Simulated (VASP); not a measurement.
# MgO (Fm-3m) in VASP: a series of runs, part 2 of 2

VASP 6.6.1. Earlier steps stand in the parts before.

## (3) Single point, PBE (volume scaled by 0.97)

File INCAR:

```
SYSTEM = MgO
ALGO = Normal
EDIFF = 1E-6
ENCUT = 520
GGA = PE
ISIF = 2
ISMEAR = 0
LASPH = .TRUE.
LCHARG = .FALSE.
LREAL = .FALSE.
LWAVE = .FALSE.
NBANDS = 11
NELM = 60
PREC = Accurate
SIGMA = 0.02
```

File KPOINTS:

```
k-points
0
G
  10 10 10
  0 0 0
```

File POSCAR:

```
MgO
1.0
    0.0000000000      2.1053674368      2.1053674368
    2.1053674368      0.0000000000      2.1053674368
    2.1053674368      2.1053674368      0.0000000000
Mg O
1 1
Direct
    0.0000000000      0.0000000000      0.0000000000
    0.5000000000      0.5000000000      0.5000000000
```

Potentials or basis: VASP PAW PBE potentials, release 64 (Mg, O).

Command:

```console
cat potpaw_PBE.64/Mg/POTCAR potpaw_PBE.64/O/POTCAR > POTCAR
mpirun -np 1 vasp_std > vasp.out
```

OUTCAR:

```text
SYSTEM = MgO
   EDIFF = 1E-6
   ENCUT = 520
   GGA = PE
   ISIF = 2
   ISMEAR = 0
   LASPH = .TRUE.
   LREAL = .FALSE.
   NELM = 60
   PREC = Accurate

 ion  position               nearest neighbor table
   1  0.000  0.000  0.000-   2 2.11   2 2.11   2 2.11   2 2.11   2 2.11   2 2.11
   2  0.500  0.500  0.500-   1 2.11   1 2.11   1 2.11   1 2.11   1 2.11   1 2.11

  LATTYP: Found a face centered cubic cell.
 ALAT       =     4.2107348736

  Lattice vectors:

 A1 = (   0.0000000000,   2.1053674368,   2.1053674368)
 A2 = (   2.1053674368,   0.0000000000,   2.1053674368)
 A3 = (   2.1053674368,   2.1053674368,   0.0000000000)

Analysis of symmetry for initial positions (statically):
=====================================================================
 Subroutine PRICEL returns:
 Original cell was already a primitive cell.

 Routine SETGRP: Setting up the symmetry group for a
 face centered cubic supercell.

 Subroutine GETGRP returns: Found 48 space group operations
 (whereof 48 operations were pure point group operations)
 out of a pool of 48 trial point group operations.

The static configuration has the point symmetry O_h .

Analysis of symmetry for dynamics (positions and initial velocities):
=====================================================================
 Subroutine PRICEL returns:
 Original cell was already a primitive cell.

 Routine SETGRP: Setting up the symmetry group for a
 face centered cubic supercell.

 Subroutine GETGRP returns: Found 48 space group operations
 (whereof 48 operations were pure point group operations)
 out of a pool of 48 trial point group operations.

The dynamic configuration has the point symmetry O_h .

 Subroutine INISYM returns: Found 48 space group operations
 (whereof 48 operations are pure point group operations),
 and found     1 'primitive' translations

----------------------------------------------------------------------------------------

                                     Primitive cell
[... 114 lines left out ...]
  Thomas-Fermi vector in A             =   2.369031
   LORBIT       =      0    0 simple, 1 ext, 2 COOP (PROOUT), +10 PAW based schemes
   GGA     = PE    functional components
   LHFCALC =     F    Hartree Fock is set to
   AEXX    =    0.0000 exact exchange contribution
   IVDW    =     0    specifies the selected vdW correction
   LEPSILON=     F    determine dielectric tensor
   LRPA    =     F    only Hartree local field effects (RPA)
 non-spin polarized calculation
 Gauss-broadening in eV      SIGMA  =   0.02
  energy-cutoff  :      520.00
  volume of cell :       18.66
 maximum number of plane-waves:       531
 NGX is ok and might be reduce to    24
   NGX = 11   NGY = 11   NGZ = 11

 number of electron       8.0000005 magnetization

 Free energy of the ion-electron system (eV)
  ---------------------------------------------------
  ext. energy  EPLUGINS =         0.00000000
  ---------------------------------------------------
  free energy    TOTEN  =       -11.90507352 eV

  energy without entropy =      -11.90507352  energy(sigma->0) =      -11.90507352

 E-fermi :   3.3490     XC(G=0): -11.0831

 val. band max:        3.1941533340   @ k =   0.0000   0.0000   0.0000
 cond. band min:       7.9297386785   @ k =   0.0000   0.0000   0.0000
 fundamental gap:      4.7355853445
 Fermi energy:         3.3489774947

 k-point     1 :       0.0000    0.0000    0.0000
  band No.  band energies     occupation
      1     -14.0742      2.00000
      2       3.1942      2.00000
      3       3.1942      2.00000
      4       3.1942      2.00000
      5       7.9297      0.00000
      6      18.9992      0.00000
      7      18.9992      0.00000
      8      18.9992      0.00000
      9      22.9184      0.00000
     10      24.6938      0.00000
     11      24.6938      0.00000
[... 309 lines left out ...]
 k-point    24 :       0.4000    0.3000    0.0000
  band No.  band energies     occupation
      1     -12.8338      2.00000
      2      -0.3839      2.00000
      3       1.8901      2.00000
      4       2.1089      2.00000
      5      12.7760      0.00000
      6      13.3775      0.00000
      7      16.8067      0.00000
      8      21.3858      0.00000
      9      21.5924      0.00000
     10      28.0935      0.00000
     11      30.1927      0.00000

 [... further k-points ...]
[... 5 lines left out ...]
  --------------------------------------------------------------------------------------
  -------------------------------------------------------------------------------------
  Total        0.4785815      0.4785815      0.4785815      0.0000000      0.0000000      0.0000000
  in kB       41.0821141     41.0821141     41.0821141      0.0000000      0.0000000      0.0000000
  external PRESSURE =      41.0821141 kB  Pullay stress =       0.0000000 kB

 VOLUME and BASIS-vectors are now :
 -----------------------------------------------------------------------------
  energy-cutoff  :      520.00
  volume of cell :       18.66
      direct lattice vectors                 reciprocal lattice vectors
     0.000000000  2.105367437  2.105367437    -0.237488237  0.237488237  0.237488237
     2.105367437  0.000000000  2.105367437     0.237488237 -0.237488237  0.237488237
     2.105367437  2.105367437  0.000000000     0.237488237  0.237488237 -0.237488237

 POSITION                                       TOTAL-FORCE (eV/Angst)
 -----------------------------------------------------------------------------------
      0.00000      0.00000      0.00000         0.000000      0.000000     -0.000000
      2.10537      2.10537      2.10537        -0.000000     -0.000000      0.000000
 -----------------------------------------------------------------------------------
    total drift:                               -0.000000     -0.000000      0.000000

  FREE ENERGIE OF THE ION-ELECTRON SYSTEM (eV)
  ---------------------------------------------------
  free  energy   TOTEN  =       -11.9050735245 eV

  energy  without entropy=      -11.9050735245  energy(sigma->0) =      -11.90507352
```

OSZICAR:

```text
N       E                     dE             d eps       ncg     rms          rms(c)
DAV:   1     0.119038851688E+02    0.11904E+02   -0.44828E+03  1210   0.634E+02
DAV:   2    -0.129053048810E+02   -0.24809E+02   -0.24196E+02  1193   0.133E+02
DAV:   3    -0.134642124783E+02   -0.55891E+00   -0.55840E+00  1269   0.161E+01
DAV:   4    -0.134656157253E+02   -0.14032E-02   -0.14032E-02  1118   0.907E-01
DAV:   5    -0.134656199521E+02   -0.42267E-05   -0.42267E-05  1217   0.504E-02    0.722E+00
DAV:   6    -0.119222386681E+02    0.15434E+01   -0.87577E+00  1067   0.163E+01    0.222E+00
DAV:   7    -0.119106417727E+02    0.11597E-01   -0.53426E-02  1136   0.209E+00    0.134E+00
DAV:   8    -0.119054378390E+02    0.52039E-02   -0.27445E-02  1085   0.186E+00    0.235E-01
DAV:   9    -0.119050781353E+02    0.35970E-03   -0.54389E-04  1154   0.163E-01    0.132E-01
DAV:  10    -0.119050716918E+02    0.64436E-05   -0.48095E-04  1151   0.163E-01    0.852E-03
DAV:  11    -0.119050736795E+02   -0.19878E-05   -0.25886E-06  1190   0.134E-02    0.545E-03
DAV:  12    -0.119050735245E+02    0.15501E-06   -0.60015E-07   640   0.588E-03
   1 F= -.11905074E+02 E0= -.11905074E+02  d E =-.318995E-30
```

It took 3.7 s on 1 thread of Intel Xeon 6975P-C (Granite Rapids), shared host; peak memory 0.14 GiB.

What came out:

```
Free energy            : -11.9051 eV
Pressure               : 4.1 GPa
Band gap on the k mesh : 4.74 eV, direct
```

## (4) Against experiment

Step 2. Measured gap of MgO: 7.83 eV (quoted in “Electronic structure of alkaline earth and post-transition metal oxides”, 2009, arxiv:0908.1581). This calculation gives 4.44 eV (-3.39 eV). The value is that of PBE, without temperature or zero-point motion. Semilocal functionals fall short of measured gaps as a rule.
